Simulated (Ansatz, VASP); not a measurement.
**AlNi: VASP beside Ansatz**

```
Al Ni
1.0
     1.93869   -1.95319    0.00000
     1.93869    1.95319    0.00000
     0.00000    0.00000    3.09943
Al Ni
1 1
Direct
  0.00000 0.00000 0.00000
  0.50000 0.50000 0.50000
```

Alike in both runs: task single point; functional r2SCAN; k mesh 16 × 16 × 14; no spin polarisation.

|  | VASP | Ansatz |
| --- | --- | --- |
| version | VASP 6.6.1 | Ansatz 0.2.0 |
| potentials or method | VASP PAW PBE potentials, release 64 (Al, Ni), cutoff 520 eV | scalar-relativistic, plane waves, PAW |
| occupations | methfessel-paxton of order 1, width 0.2 eV | cold, width 0.2 eV |
| valence electrons in the cell | 13 | 21 |

```csv
,VASP,Ansatz,Ansatz less VASP
gap on the k mesh at the Fermi level (eV),none,none,-
pressure (GPa),0.3,0.5,+0.23
"traceless stress, the component that is largest in VASP (GPa)",-4.81,-4.75,+0.060
```

VASP's potentials were made for PBE, not for r2SCAN. A gap of «none» marks a metal or a gap that the smearing closes. VASP's potentials hold 13 valence electrons a cell and Ansatz's 21, so a difference there can come from the potentials and not from the codes.
